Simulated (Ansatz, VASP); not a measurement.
# One calculation of Al2GaP3, two programs

```
CELL_PARAMETERS angstrom
3.89616 0.00009 0.00014
-1.94800 3.37231 0.00049
0.00082 0.00320 19.06980
ATOMIC_POSITIONS crystal
Al 0.33380 0.66792 0.16663
Al 0.33302 0.66542 0.66657
Al 0.66641 0.33311 0.33324
Al 0.66714 0.33406 0.83319
Ga 0.00003 0.00091 0.00006
Ga 0.99963 0.99873 0.50003
P 0.00047 0.00122 0.12534
P 0.99963 0.99864 0.62528
P 0.66631 0.33213 0.45807
P 0.66667 0.33410 0.95806
P 0.33311 0.66650 0.29180
P 0.33378 0.66725 0.79172
```

Change from the starting cell: cell x2, atoms moved at random (sigma 0.1 Å) and cell strained at random (1.5 %), then relaxed without symmetry.

Alike in both runs: functional PBE; k mesh 6 × 6 × 1; occupations gaussian, width 0.1 eV; no spin polarisation.

Ansatz relaxed the structure, and its values are those at the end. VASP's run is a single point on that final structure, the one shown.

|  | VASP | Ansatz |
| --- | --- | --- |
| version | VASP 6.6.1 | Ansatz 0.2.0 |
| potentials or method | VASP PAW PBE potentials, release 64 (Al, Ga_d, P), cutoff 520 eV | scalar-relativistic, plane waves, PAW |
| valence electrons in the cell | 68 | 68 |

|  | VASP | Ansatz | Ansatz less VASP |
| --- | --- | --- | --- |
| gap on the k mesh at the Fermi level (eV) | 1.60 | 1.61 | +0.001 |
| least direct gap on the mesh (eV) | 1.98 | 1.99 | +0.004 |
| pressure (GPa) | 0.0 | 0.0 | +0.07 |
| rms of the force components (eV/Å) | 0.004 | 0.003 | -0.0008 |

With one functional, cell and mesh, what is left measures potentials, basis and numerics.
